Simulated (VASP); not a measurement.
The system is BaS.

```
Ba S
1.0
     0.00000    3.22568    3.22568
     3.22568    0.00000    3.22568
     3.22568    3.22568    0.00000
Ba S
1 1
Direct
  0.00000 0.00000 0.00000
  0.50000 0.50000 0.50000
```

| Item | Value |
| --- | --- |
| Program | VASP 6.6.1 |
| Task | relaxation of cell and atoms |
| Functional | PBEsol |
| Potentials or basis | VASP PAW PBE potentials, release 64 (Ba_sv, S) |
| Cutoff | 600 eV |
| k mesh | 8 × 8 × 8 |
| Occupations | gaussian, width 0.02 eV |
| Spin | no spin polarisation |

At the start: pressure -1.7 GPa; volume 33.56 Å³/atom.

Where does the relaxation end?

Over 3 steps the energy falls by 7.7 meV/atom and the volume is 32.20 Å³/atom (-4.1 %); space group Fm-3m (No. 225, to 0.1 Å) before and after.

Step by step:
```
step  energy change (eV)  largest force (eV/Å)  pressure (GPa)  volume (Å³)
   1              0.0000                0.0000           -1.74        67.13
   2             -0.0140                0.0000            0.55        63.65
   3             -0.0153                0.0000            0.00        64.40
```

Final structure:
```yaml
crystal:
  lattice:
    - [0.00000, 3.18141, 3.18141]
    - [3.18141, 0.00000, 3.18141]
    - [3.18141, 3.18141, 0.00000]
  atoms:
    - { symbol: Ba, position: [0.00000, 0.00000, 0.00000] }
    - { symbol: S, position: [0.50000, 0.50000, 0.50000] }
```

Caveat: the PAW data sets were made with another functional, which shifts forces and pressure a little.
